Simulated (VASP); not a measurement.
# Co3O in VASP: single point with PBEsol

Aim: the single point of Co3O with PBEsol.

All numbers are computed with VASP 6.6.1; they aren't measurements. Logs are shortened: lines on timing, memory, paths and dates and some standing lists are left out, and cuts for length are marked.

### Step 1. The cell of the first run

The cell holds a slab with vacuum, 4 atoms: a = 2.456 Å, b = 2.456 Å, c = 22.968 Å, α = 90.00°, β = 90.00°, γ = 120.00°.

### Step 2. Single point, PBEsol, collinear spin, ferromagnetic start

Contents of INCAR:

```
PREC     = Accurate       # precision mode
ENCUT    = 520            # plane-wave cutoff, eV
EDIFF    = 1E-6           # SCF threshold, eV
ISMEAR   = 0              # smearing method
SIGMA    = 0.1            # smearing width, eV
LREAL    = F              # projectors in reciprocal space
LASPH    = T              # aspherical terms in the spheres
NELM     = 150            # most SCF steps
ALGO     = Normal         # electronic algorithm
ISIF     = 2              # what is computed and relaxed
LWAVE    = F              # write WAVECAR
LCHARG   = F              # write CHGCAR
ISPIN    = 2              # spin polarisation
MAGMOM   = 1.94 1.89 1.94 2 # initial moments
LORBIT   = 11             # projections on sites
LMAXMIX  = 4              # l up to which the mixer works
LDIPOL   = T            
IDIPOL   = 3            
DIPOL    = 0.5 0.5 0.491
GGA      = PS             # functional
NBANDS   = 28             # bands
```

Contents of KPOINTS:

```
regular mesh
0
Gamma
  12 12 1
```

Contents of POSCAR:

```
Co3O
1.0
    2.4558560500      0.0000000000      0.0000000000
   -1.2279280250      2.1268337273      0.0000000000
    0.0000000000      0.0000000000     22.9681374413
Co O
3 1
Direct
    0.3333333333      0.6666666667      0.3700778969
    0.6665434948      0.3330869895      0.4538682521
    0.3344198094      0.6688396188      0.5463758051
   -0.3322102501     -0.6644205002      0.5919725790
```

Potentials or basis: VASP PAW PBE potentials, release 64 (Co, O).

Run with:

```bash
> cat potpaw_PBE.64/Co/POTCAR potpaw_PBE.64/O/POTCAR > POTCAR
> mpirun -np 1 vasp_std > vasp.out
```

OUTCAR:

```text
PREC = Accurate
   ENCUT = 520
   EDIFF = 1E-6
   ISMEAR = 0
   LREAL = F
   LASPH = T
   NELM = 150
   ISIF = 2
   ISPIN = 2
   LORBIT = 11
   GGA = PS

 ion  position               nearest neighbor table
   1  0.333  0.667  0.370-   2 2.39   2 2.39   2 2.39
   2  0.667  0.333  0.454-   1 2.39   1 2.39   1 2.39   3 2.55   3 2.56   3 2.56
   3  0.334  0.669  0.546-   4 1.76   4 1.76   4 1.76   2 2.55   2 2.56   2 2.56
   4  0.668  0.336  0.592-   3 1.76   3 1.76   3 1.76

  LATTYP: Found a hexagonal cell.
 ALAT       =     2.4558560500
 C/A-ratio  =     9.3523956509

  Lattice vectors:

 A1 = (   2.4558560500,   0.0000000000,   0.0000000000)
 A2 = (  -1.2279280250,   2.1268337273,   0.0000000000)
 A3 = (   0.0000000000,   0.0000000000,  22.9681374413)

Analysis of symmetry for initial positions (statically):
=====================================================================
 Subroutine PRICEL returns:
 Original cell was already a primitive cell.

 Routine SETGRP: Setting up the symmetry group for a
 hexagonal supercell.

 Subroutine GETGRP returns: Found  2 space group operations
 (whereof  2 operations were pure point group operations)
 out of a pool of 24 trial point group operations.

The static configuration has the point symmetry C_1h.

Analysis of symmetry for dynamics (positions and initial velocities):
=====================================================================
 Subroutine PRICEL returns:
 Original cell was already a primitive cell.

 Routine SETGRP: Setting up the symmetry group for a
 hexagonal supercell.

 Subroutine GETGRP returns: Found  2 space group operations
 (whereof  2 operations were pure point group operations)
 out of a pool of 24 trial point group operations.

The dynamic configuration has the point symmetry C_1h.

Analysis of structural, dynamic, and magnetic symmetry:
=====================================================================
 Subroutine PRICEL returns:
 Original cell was already a primitive cell.

 Routine SETGRP: Setting up the symmetry group for a
 hexagonal supercell.

 Subroutine GETGRP returns: Found  2 space group operations
 (whereof  2 operations were pure point group operations)
 out of a pool of 24 trial point group operations.

The overall configuration has the point symmetry C_1h.

 Subroutine INISYM returns: Found  2 space group operations
 (whereof  2 operations are pure point group operations),
 and found     1 'primitive' translations

----------------------------------------------------------------------------------------

                                     Primitive cell

  volume of cell :     119.9671

  direct lattice vectors                    reciprocal lattice vectors
     2.455856050  0.000000000  0.000000000     0.407189990  0.235091250  0.000000000
    -1.227928025  2.126833727  0.000000000     0.000000000  0.470182500  0.000000000
     0.000000000  0.000000000 22.968137441     0.000000000  0.000000000  0.043538576

  length of vectors
     2.455856050  2.455856050 22.968137441     0.470182500  0.470182500  0.043538576

  position of ions in fractional coordinates (direct lattice)
     0.333333333  0.666666667  0.370077897
     0.666543495  0.333086990  0.453868252
     0.334419809  0.668839619  0.546375805
     0.667789750  0.335579500  0.591972579

  ion indices of the primitive-cell ions
   primitive index   ion index
                 1           1
                 2           2
                 3           3
                 4           4

----------------------------------------------------------------------------------------

 KPOINTS: regular mesh

Automatic generation of k-mesh.
 Grid dimensions read from file:
 generate k-points for:   12   12    1

 Generating k-lattice:

  Cartesian coordinates                     Fractional coordinates (reciprocal lattice)
     0.033932499  0.019590938  0.000000000     0.083333333  0.000000000  0.000000000
     0.000000000  0.039181875  0.000000000     0.000000000  0.083333333  0.000000000
     0.000000000  0.000000000  0.043538576     0.000000000  0.000000000  1.000000000

  Length of vectors
     0.039181875  0.039181875  0.043538576

  Shift w.r.t. Gamma in fractional coordinates (k-lattice)
     0.000000000  0.000000000  0.000000000

 Subroutine IBZKPT returns following result:
 ===========================================

 Found     43 irreducible k-points:

 Following reciprocal coordinates:
            Coordinates               Weight
  0.000000  0.000000  0.000000      1.000000
  0.083333  0.000000  0.000000      4.000000
  0.000000  0.083333  0.000000      2.000000
  0.166667  0.000000  0.000000      4.000000
  0.000000  0.166667  0.000000      2.000000
  0.250000  0.000000  0.000000      4.000000
[... 16 lines left out ...]
 -0.083333  0.416667  0.000000      4.000000
 -0.416667  0.333333  0.000000      4.000000
 [... further k-points ...]
   k-points           NKPTS =     43   k-points in BZ     NKDIM =     43   number of bands    NBANDS=     28
   number of dos      NEDOS =    301   number of ions     NIONS =      4
   total plane-waves  NPLWV =  58320
   dimension x,y,z NGX =    18 NGY =   18 NGZ =  180
   dimension x,y,z NGXF=    36 NGYF=   36 NGZF=  360
   ions per type =               3   1
   NGX,Y,Z   is equivalent  to a cutoff of  12.18, 12.18, 13.03 a.u.
   NGXF,Y,Z  is equivalent  to a cutoff of  24.37, 24.37, 26.06 a.u.
 SYSTEM =  unknown system
   PREC   = accura    normal or accurate (medium, high low for compatibility)
   ISTART =      0    job   : 0-new  1-cont  2-samecut
   ICHARG =      2    charge: 1-file 2-atom 10-const
   ISPIN  =      2    spin polarized calculation?
   LNONCOLLINEAR =      F non collinear calculations
   LSORBIT =      F    spin-orbit coupling
   LASPH  =      T    aspherical Exc in radial PAW
   ENCUT  =  520.0 eV  38.22 Ry    6.18 a.u.   4.57  4.57 42.71*2*pi/ulx,y,z
   NELM   =    150;   NELMIN=  2; NELMDL= -5     # of ELM steps
   EDIFF  = 0.1E-05   stopping-criterion for ELM
   LREAL  =      F    real-space projection
[... 7 lines left out ...]
   TEBEG  =    0.0;   TEEND  =   0.0 temperature during run
   PSTRESS=    0.0 pullay stress
   NELECT =      33.0000    total number of electrons
   NUPDOWN=      -1.0000    fix difference up-down
   EMIN   =  10.00;   EMAX   =-10.00  energy-range for DOS
   EFERMI =   0.00;   METHOD = LEGACY
   ISMEAR =     0;   SIGMA  =   0.10  broadening in eV -4-tet -1-fermi 0-gaus
   EFERMI_NEDOS =   21; number of points for ismear=-14 and -15
   IALGO  =     38    algorithm
   IMIX   =      4    mixing-type and parameters
     AMIX     =   0.40;   BMIX     =  1.00
     AMIX_MAG =   1.60;   BMIX_MAG =  1.00
  volume/ion in A,a.u.               =      29.99       202.39
  Fermi-wavevector in a.u.,A,eV,Ry     =   1.064695  2.011983 15.423244  1.133576
  Thomas-Fermi vector in A             =   2.200222
   LORBIT       =     11    0 simple, 1 ext, 2 COOP (PROOUT), +10 PAW based schemes
   GGA     = PS    functional components
   LHFCALC =     F    Hartree Fock is set to
   AEXX    =    0.0000 exact exchange contribution
   IVDW    =     0    specifies the selected vdW correction
   LEPSILON=     F    determine dielectric tensor
   LRPA    =     F    only Hartree local field effects (RPA)
 spin polarized calculation
 Gauss-broadening in eV      SIGMA  =   0.10
  energy-cutoff  :      520.00
  volume of cell :      119.97
 maximum number of plane-waves:      3276
   NGX =  9   NGY =  9   NGZ = 85

 dipolmoment           0.000000      0.000000     -0.034472 electrons x Angstroem

 number of electron      32.9999982 magnetization       3.6262159

 dipolmoment           0.000000      0.000000      0.040755 electrons x Angstroem

 Free energy of the ion-electron system (eV)
  ---------------------------------------------------
  ext. energy  EPLUGINS =         0.00000000
  ---------------------------------------------------
  free energy    TOTEN  =       -28.63018834 eV

  energy without entropy =      -28.61991177  energy(sigma->0) =      -28.62505006

 E-fermi :  -0.9710     XC(G=0):  -4.9125

 val. band max:       -0.9736403924   @ k =  -0.1667  -0.4167   0.0000
 cond. band min:      -0.9083242447   @ k =   0.0000   0.2500   0.0000
 fundamental gap:      0.0653161477
 Fermi energy:        -0.9710341913

 spin component 1

 k-point     1 :       0.0000    0.0000    0.0000
  band No.  band energies     occupation
      1     -22.2634      1.00000
      2      -9.5403      1.00000
      3      -8.4841      1.00000
      4      -6.6851      1.00000
      5      -6.1540      1.00000
      6      -6.1533      1.00000
[... 20 lines left out ...]
     27       7.2352      0.00000
[... 691 lines left out ...]
      6      -5.5221      1.00000
[... 20 lines left out ...]
     27      10.1877      0.00000
     28      10.5957      0.00000

 [... further k-points ...]

 spin component 2

 k-point     1 :       0.0000    0.0000    0.0000
  band No.  band energies     occupation
      1     -22.2498      1.00000
      2      -9.4546      1.00000
      3      -8.3843      1.00000
      4      -6.2390      1.00000
      5      -6.0338      1.00000
      6      -6.0330      1.00000
[... 20 lines left out ...]
     27       7.4459      0.00000
[... 691 lines left out ...]
      6      -4.5717      1.00000
[... 20 lines left out ...]
     27      10.3785      0.00000
     28      10.7577      0.00000

 [... further k-points ...]

------------------------ aborting loop because EDIFF is reached ----------------------------------------

 vacuum level on the upper side and lower side of the slab       (xc-potential included)         0.689        -0.691

  FORCE on cell =-STRESS in cart. coord.  units (eV):
  Direction    XX          YY          ZZ          XY          YZ          ZX
  --------------------------------------------------------------------------------------
  -------------------------------------------------------------------------------------
  Total        3.4659249      3.4734048     -0.0191459      0.0000000     -0.0096391      0.0000000
  in kB       46.2879027     46.3877982     -0.2556956      0.0000000     -0.1287316      0.0000000
  external PRESSURE =      30.8066684 kB  Pullay stress =       0.0000000 kB

 VOLUME and BASIS-vectors are now :
 -----------------------------------------------------------------------------
  energy-cutoff  :      520.00
  volume of cell :      119.97
      direct lattice vectors                 reciprocal lattice vectors
     2.455856050  0.000000000  0.000000000     0.407189990  0.235091250  0.000000000
    -1.227928025  2.126833727  0.000000000     0.000000000  0.470182500  0.000000000
     0.000000000  0.000000000 22.968137441     0.000000000  0.000000000  0.043538576

 POSITION                                       TOTAL-FORCE (eV/Angst)
 -----------------------------------------------------------------------------------
     -0.00000      1.41789      8.50000         0.000000     -0.000919      0.039958
      1.22793      0.70842     10.42451         0.000000      0.004587     -0.025740
      0.00000      1.42251     12.54923         0.000000     -0.000130     -0.124081
      1.22793      0.71372     13.59651        -0.000000     -0.003537      0.109863
 -----------------------------------------------------------------------------------
    total drift:                                0.000000      0.000042     -0.000526

  FREE ENERGIE OF THE ION-ELECTRON SYSTEM (eV)
  ---------------------------------------------------
  free  energy   TOTEN  =       -28.6301883448 eV

  energy  without entropy=      -28.6199117710  energy(sigma->0) =      -28.62505006

 vacuum level on the upper side and lower side of the slab         5.690         4.223

 total charge

# of ion       s       p       d       tot
------------------------------------------
    1        0.501   0.448   7.261   8.211
    2        0.497   0.552   7.283   8.332
    3        0.512   0.844   7.486   8.841
    4        1.601   3.367   0.000   4.968
--------------------------------------------------
tot          3.111   5.212  22.029  30.352

 magnetization (x)

# of ion       s       p       d       tot
------------------------------------------
    1       -0.006  -0.044   1.728   1.677
    2       -0.011  -0.030   1.772   1.732
    3       -0.003  -0.002   0.223   0.218
    4        0.001   0.003   0.000   0.003
--------------------------------------------------
tot         -0.020  -0.073   3.723   3.631
```

Wall time 9.8 min (1 thread of Oxide Virtual Turin-like, shared host); peak memory 0.37 GiB.

What came out:

```yaml
Free_energy: -28.6302 eV
Largest_force: 0.124 eV/Å
Net_moment: 3.63 μB per cell
Site_moments: Co +1.68, +1.73, +0.22; O +0.00 μB
Valence_electrons_inside_the_program's_atomic_spheres: Co 8.21, 8.33, 8.84; O 4.97
```

Forces on the atoms (eV/Å):
```
Co   0.000 -0.001  0.040
Co   0.000  0.005 -0.026
Co   0.000  0.000 -0.124
O    0.000 -0.004  0.110
```

Caveat: the PAW data sets were made with another functional, which shifts forces and pressure a little. With open d or f shells a metallic result of PBEsol can be an artefact of self-interaction; +U or a hybrid may open a gap.
